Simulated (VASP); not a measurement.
Runs of VASP 6.6.1 on KI. It takes space group Fm-3m (No. 225, cubic). The conventional cell has a = 7.089 Å, b = 7.089 Å, c = 7.089 Å, α = 90.00°, β = 90.00°, γ = 90.00°. Within 4.7 Å of K (site symmetry m-3m) lie 6 I at 3.54 Å. I (site symmetry m-3m) has 6 K at 3.54 Å within 4.7 Å. 

```csv
level,k mesh,grid for exact exchange (PRECFOCK),share of exact exchange,screening parameter,gap on the mesh (eV),pressure (GPa)
HSE06,4 × 4 × 4,Normal,0.25,0.2079 1/Å,(a),0.3
PBE0,4 × 4 × 4,Normal,0.25,-,(b),0.2
r2SCAN,4 × 4 × 4,-,-,-,4.58,0.0
PBE,4 × 4 × 4,-,-,-,3.94,0.5
PBE,6 × 6 × 6,-,-,-,3.94,0.5
```

Alike in all rows: task single point; potentials or basis VASP PAW PBE potentials, release 64 (K_sv, I); no spin polarisation; cell as given; cutoff (eV) 520; smearing gaussian 0.01 eV.

Estimate the missing entries.

(a) 4.93; (b) 5.64.

Caveats: spin-orbit coupling is left out, which moves the levels of the heavy elements; the PAW data sets were made with another functional, which shifts forces and pressure a little (at least some runs).

A k mesh can miss the band edges, and the runs leave out spin-orbit coupling on I.
